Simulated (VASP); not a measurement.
Wanted: the native input for a VASP 6.6.1 run.

```yaml
Task: single point
Functional: PBE
Potentials_or_basis: VASP PAW PBE potentials, release 64 (Eu)
Cutoff: 520 eV
k_mesh: 6 × 6 × 6
Occupations: fermi-dirac, width 0.05 eV
Spin: collinear spin, ferromagnetic start
Starting_moments: "[7.02] μB"
Dipole_correction: no
Further_INCAR_settings: ALGO = Normal; EDIFF = 1e-06; NBANDS = 18
```

The structure of Eu lies in POSCAR:

```
Eu
1.0
   -2.1939508085      2.1939508085      2.1939508085
    2.1939508085     -2.1939508085      2.1939508085
    2.1939508085      2.1939508085     -2.1939508085
Eu
1
Direct
    0.0000000000      0.0000000000      0.0000000000
```

The input as run:

INCAR

```
SYSTEM = Eu
ALGO     = Normal         ! electronic algorithm
EDIFF    = 1E-6           ! SCF threshold, eV
ENCUT    = 520            ! plane-wave cutoff, eV
GGA      = PE             ! functional
ISIF     = 2              ! what is computed and relaxed
ISMEAR   = -1             ! smearing method
ISPIN    = 2              ! spin polarisation
LASPH    = .True.         ! aspherical terms in the spheres
LCHARG   = .False.        ! write CHGCAR
LMAXMIX  = 6              ! l up to which the mixer works
LORBIT   = 11             ! projections on sites
LREAL    = .False.        ! projectors in reciprocal space
LWAVE    = .False.        ! write WAVECAR
MAGMOM   = 7.02           ! initial moments
NBANDS   = 18             ! bands
NELM     = 150            ! most SCF steps
PREC     = Accurate       ! precision mode
SIGMA    = 0.05           ! smearing width, eV
```

KPOINTS

```
k-points
0
Gamma
  6 6 6
  0 0 0
```

Potentials or basis: VASP PAW PBE potentials, release 64 (Eu).

Run with:

```bash
$ cat potpaw_PBE.64/Eu/POTCAR > POTCAR
$ mpirun -np 1 vasp_std > vasp.out
```

It gave:

- Pressure: -0.3 GPa
- Net moment: 7.40 μB per cell
- Site moments: Eu +6.70 μB
- Valence electrons inside the program's atomic spheres: Eu 14.74

It took 19 s on 1 thread of Intel(R) Xeon(R) 6975P-C (Granite Rapids), with other jobs on the host, peak memory 0.18 GiB.
